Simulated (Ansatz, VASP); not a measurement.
## GaN in VASP and in Ansatz

POSCAR

```
GaN
1.0
    0.0000000000      2.2939315919      2.1991652385
    2.2939315919      0.0000000000      2.1991652385
    2.2939315919      2.2939315919      0.0000000000
Ga N
1 1
Direct
    0.0000000000      0.0000000000      0.0000000000
    0.2500000000      0.2500000000      0.2500000000
```

The input INCAR.step1:

```
PREC = Accurate
ENCUT = 520
ISMEAR = 0
SIGMA = 0.01
LREAL = False
LASPH = True
NELM = 150
MAGMOM = 0 0 0 0 0 0
LSORBIT = True
GGA_COMPAT = False
NBANDS = 30
GGA = PE
ALGO = Normal
EDIFF = 1E-4
LWAVE = True
LCHARG = False
```

The input INCAR.step2:

```
PREC = Accurate
ENCUT = 520
EDIFF = 1E-6
ISMEAR = 0
SIGMA = 0.01
LREAL = False
LASPH = True
NELM = 150
ALGO = Normal
ISIF = 2
LWAVE = False
LCHARG = True
MAGMOM = 0 0 0 0 0 0
LORBIT = 11
LSORBIT = True
GGA_COMPAT = False
LORBMOM = True
METAGGA = R2SCAN
LMIXTAU = True
LVHAR = True
NBANDS = 30
ISTART = 1
```

KPOINTS

```
regular mesh
0
Gamma
  10 10 10
```

Input for Ansatz:

```yaml
crystal:
  lattice:
    - [0.0, 2.2939315919, 2.1991652385]
    - [2.2939315919, 0.0, 2.1991652385]
    - [2.2939315919, 2.2939315919, 0.0]
  atoms:
    - { symbol: Ga, position: [0.0, 0.0, 0.0] }
    - { symbol: "N", position: [0.25, 0.25, 0.25] }
kpoints:
  mp_grid: { grid: [10, 10, 10] }
  band_path:
    path:
      - [0.0, 0.0, 0.0]
      - [-0.5, -0.5, 0.0]
      - [-0.375, -0.375, 0.25]
      - [-0.375, 0.0, 0.375]
      - [0.0, 0.0, 0.5]
      - [-0.5, -0.25, 0.25]
    npoints: 1
hamiltonian:
  xc: r2scan
scf:
  occupations: { method: fixed }
  n_extra_bands: 8
magnetization:
  noncollinear: true
  spin_orbit: true
output:
  forces: true
  stress: true
  eigenvalues: true
```

Change from the starting cell: epitaxial_xy strain +2.0%.

Alike in both runs: task single point; functional r2SCAN; k mesh 10 × 10 × 10; non-collinear spin, spin-orbit coupling.

|  | VASP | Ansatz |
| --- | --- | --- |
| version | VASP 6.6.1 | Ansatz 0.2.0 |
| potentials or method | VASP PAW PBE potentials, release 64 (Ga_d, N) | plane waves, PAW |
| plane-wave cutoff (eV) | 520 | 500 |
| occupations | gaussian, width 0.01 eV | fixed |
| valence electrons in the cell | 18 | 18 |

|  | VASP | Ansatz | Ansatz less VASP |
| --- | --- | --- | --- |
| pressure (GPa) | -2.3 | -3.4 | -1.10 |
| traceless stress, the component that is largest in VASP (GPa) | 3.32 | 3.40 | +0.076 |
| net moment per atom (μB) | 0.00 | 0.00 | 0.000 |

VASP's potentials were made for PBE, not for r2SCAN.
